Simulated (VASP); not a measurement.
Wanted: the native input for a VASP 6.6.1 run.

```yaml
Task: single point
Functional: PBE
Potentials_or_basis: VASP PAW PBE potentials, release 64 (In_d, Sb)
Cutoff: 520 eV
k_mesh: 6 × 6 × 6
Occupations: fermi-dirac, width 0.02 eV
Spin: no spin polarisation
Dipole_correction: no
Further_INCAR_settings: ALGO = Normal; EDIFF = 1e-07; NBANDS = 16
```

The structure of InSb lies in POSCAR:

```
InSb
1.0
    0.0000000000      3.2795130034      3.2795130034
    3.2795130034      0.0000000000      3.2795130034
    3.2795130034      3.2795130034      0.0000000000
In Sb
1 1
Direct
    0.0000000000      0.0000000000      0.0000000000
    0.2500000000      0.2500000000      0.2500000000
```

The input as run:

INCAR

```
SYSTEM = InSb
PREC     = Accurate       ! precision mode
ENCUT    = 520            ! plane-wave cutoff, eV
EDIFF    = 1E-7           ! SCF threshold, eV
ISMEAR   = -1             ! smearing method
SIGMA    = 0.02           ! smearing width, eV
LREAL    = .False.        ! projectors in reciprocal space
LASPH    = .True.         ! aspherical terms in the spheres
NELM     = 100            ! most SCF steps
ALGO     = Normal         ! electronic algorithm
ISIF     = 2              ! what is computed and relaxed
LWAVE    = .False.        ! write WAVECAR
LCHARG   = .False.        ! write CHGCAR
GGA      = PE             ! functional
NBANDS   = 16             ! bands
```

KPOINTS

```
regular mesh
0
Gamma
  6 6 6
  0 0 0
```

Potentials or basis: VASP PAW PBE potentials, release 64 (In_d, Sb).

Launch:

```console
$ cat potpaw_PBE.64/In_d/POTCAR potpaw_PBE.64/Sb/POTCAR > POTCAR
$ mpirun -np 1 vasp_std > vasp.out
```

It gave:

| Property | Result |
| --- | --- |
| Pressure | 1.4 GPa |
| Band gap on the k mesh | zero (filled and empty bands touch) |

Caveat: semilocal functionals underestimate gaps, and a narrow one can read as zero; spin-orbit coupling is left out, which moves the levels of the heavy elements.

Run time: 23 s on 1 thread of Intel Xeon 8259CL, on a shared host, peak memory 0.21 GiB.
